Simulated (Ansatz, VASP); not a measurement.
## One calculation of MgO2, two programs

The input POSCAR:

```
MgO2
1.0
    1.4763801347      0.8523884682      3.4939788749
   -1.4763801347      0.8523884682      3.4939788749
    0.0000000000     -1.7047769364      3.4939788749
Mg O
1 2
Direct
    0.0000000000      0.0000000000      0.0000000000
    0.4287860000      0.4287860000      0.4287860000
    0.5712140000      0.5712140000      0.5712140000
```

INCAR.step1

```
SYSTEM = MgO2
ALGO = Normal ; EDIFF = 1E-5
ENCUT = 920 ; GGA = PE
GGA_COMPAT = .FALSE. ; ISMEAR = 0
LASPH = .TRUE. ; LCHARG = .FALSE.
LREAL = .FALSE. ; LWAVE = .TRUE.
NBANDS = 18 ; NELM = 120
PREC = Accurate ; SIGMA = 0.05
```

INCAR.step2

```
SYSTEM = MgO2
ALGO = Normal ; EDIFF = 1E-6
ENCUT = 920 ; GGA_COMPAT = .FALSE.
ISIF = 2 ; ISMEAR = 0
ISTART = 1 ; LASPH = .TRUE.
LCHARG = .TRUE. ; LELF = .TRUE.
LMIXTAU = .TRUE. ; LREAL = .FALSE.
LVHAR = .TRUE. ; LWAVE = .FALSE.
METAGGA = R2SCAN ; NBANDS = 18
NELM = 120 ; PREC = Accurate
SIGMA = 0.05
```

File KPOINTS:

```
k-points
0
G
  12 12 12
  0 0 0
```

Input for Ansatz:

```yaml
crystal:
  lattice:
    - [1.4763801347, 0.8523884682, 3.4939788749]
    - [-1.4763801347, 0.8523884682, 3.4939788749]
    - [0.0, -1.7047769364, 3.4939788749]
  atoms:
    - { symbol: Mg, position: [0.0, 0.0, 0.0] }
    - { symbol: O, position: [0.428786, 0.428786, 0.428786] }
    - { symbol: O, position: [0.571214, 0.571214, 0.571214] }
basis:
  ecutwfc: 500
kpoints:
  mp_grid: { grid: [12, 12, 12] }
hamiltonian:
  xc: r2scan
scf:
  occupations: { method: gaussian, width: 0.05 }
output:
  forces: true
  stress: true
  eigenvalues: true
```

Change from the starting cell: strain -0.080 along x and y, +0.000 along z, atoms carried along.

Alike in both runs: task single point; functional r2SCAN; k mesh 12 × 12 × 12; occupations gaussian, width 0.05 eV; no spin polarisation.

|  | VASP | Ansatz |
| --- | --- | --- |
| version | VASP 6.6.1 | Ansatz 0.2.0 |
| potentials or method | VASP PAW PBE potentials, release 64 (Mg_sv, O), cutoff 920 eV | scalar-relativistic, plane waves, PAW |
| valence electrons in the cell | 22 | 22 |

```tsv
	VASP	Ansatz	Ansatz less VASP
gap on the k mesh at the Fermi level (eV)	2.56	2.59	+0.023
least direct gap on the mesh (eV)	2.56	2.59	+0.023
pressure (GPa)	19.3	18.2	-1.08
traceless stress, the component that is largest in VASP (GPa)	-18.23	-19.43	-1.210
rms of the force components (eV/Å)	0.665	0.738	+0.0726
```

VASP's potentials were made for PBE, not for r2SCAN. Atom by atom the forces differ by 0.073 eV/Å (rms over components).
